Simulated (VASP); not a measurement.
Write the native input for VASP 6.6.1 that does the following.

```
Task                   : single point
Functional             : PBE
Dispersion             : D3(BJ)
Potentials or basis    : VASP PAW PBE potentials, release 64 (N, Ta_pv)
Cutoff                 : 520 eV
k mesh                 : 3 × 3 × 1
Occupations            : gaussian, width 0.1 eV
Spin                   : no spin polarisation
Dipole correction      : yes
Further INCAR settings : LREAL = Auto; ALGO = Normal; EDIFF = 1e-07; NBANDS = 114
```

The structure of TaN lies in POSCAR:

```
TaN
1.0
    5.7615861976      0.0000000000      0.0000000000
    0.0000000000      5.8570264689      0.0000000000
    0.0000000000      0.0000000000     21.9177226649
N Ta
12 12
Direct
    0.0000000000      0.7500000000      0.3650014248
    0.0000000000      0.2500000000      0.3650014248
    0.5000000000      0.7500000000      0.3650014248
    0.5000000000      0.2500000000      0.3650014248
    0.0000000000      0.5000000000      0.4807144893
    0.0000000000      0.0000000000      0.4807144893
    0.5000000000      0.5000000000      0.4807144893
    0.5000000000      0.0000000000      0.4807144893
    0.0000000000      0.2500000000      0.5977707778
    0.0000000000      0.7500000000      0.5977707778
    0.5000000000      0.2500000000      0.5977707778
    0.5000000000      0.7500000000      0.5977707778
    0.2500000000      0.0000000000      0.4035724463
    0.2500000000      0.5000000000      0.4035724463
    0.7500000000      0.0000000000      0.4035724463
    0.7500000000      0.5000000000      0.4035724463
    0.2500000000      0.7500000000      0.5207059651
    0.2500000000      0.2500000000      0.5207059651
    0.7500000000      0.7500000000      0.5207059651
    0.7500000000      0.2500000000      0.5207059651
    0.2500000000      0.5000000000      0.6372155215
    0.2500000000      0.0000000000      0.6372155215
    0.7500000000      0.5000000000      0.6372155215
    0.7500000000      0.0000000000      0.6372155215
```

These files were run (other wordings do the same):

INCAR

```
SYSTEM = TaN
PREC     = Accurate       ! precision mode
ENCUT    = 520            ! plane-wave cutoff, eV
EDIFF    = 1E-7           ! SCF threshold, eV
ISMEAR   = 0              ! smearing method
SIGMA    = 0.1            ! smearing width, eV
LREAL    = Auto         
LASPH    = .TRUE.         ! aspherical terms in the spheres
NELM     = 60             ! most SCF steps
ALGO     = Normal         ! electronic algorithm
ISIF     = 2              ! what is computed and relaxed
LWAVE    = .FALSE.        ! write WAVECAR
LCHARG   = .FALSE.        ! write CHGCAR
LDIPOL   = .TRUE.       
IDIPOL   = 3            
DIPOL    = 0.5 0.5 0.501
GGA      = PE             ! functional
IVDW     = 12             ! dispersion correction
NBANDS   = 114            ! bands
```

KPOINTS

```
Automatic mesh
0
G
  3 3 1
  0 0 0
```

Potentials or basis: VASP PAW PBE potentials, release 64 (N, Ta_pv).

Command:

```console
$ cat potpaw_PBE.64/N/POTCAR potpaw_PBE.64/Ta_pv/POTCAR > POTCAR
$ mpirun -np 1 vasp_std > vasp.out
```

Results of the run:

| Quantity | Value |
| --- | --- |
| Largest force | 3.314 eV/Å |
| Band gap on the k mesh | zero (bands 96 and 97 overlap by 0.03 eV) |
| Dispersion energy per atom | -0.320 eV |

Caveat: the k points lie up to 0.36 Å⁻¹ apart; spin-orbit coupling is left out, which moves the levels of the heavy elements.

Wall time 16 min on 1 thread of AMD EPYC 9R45 (Zen 5), on a shared host, peak memory 0.8 GiB.
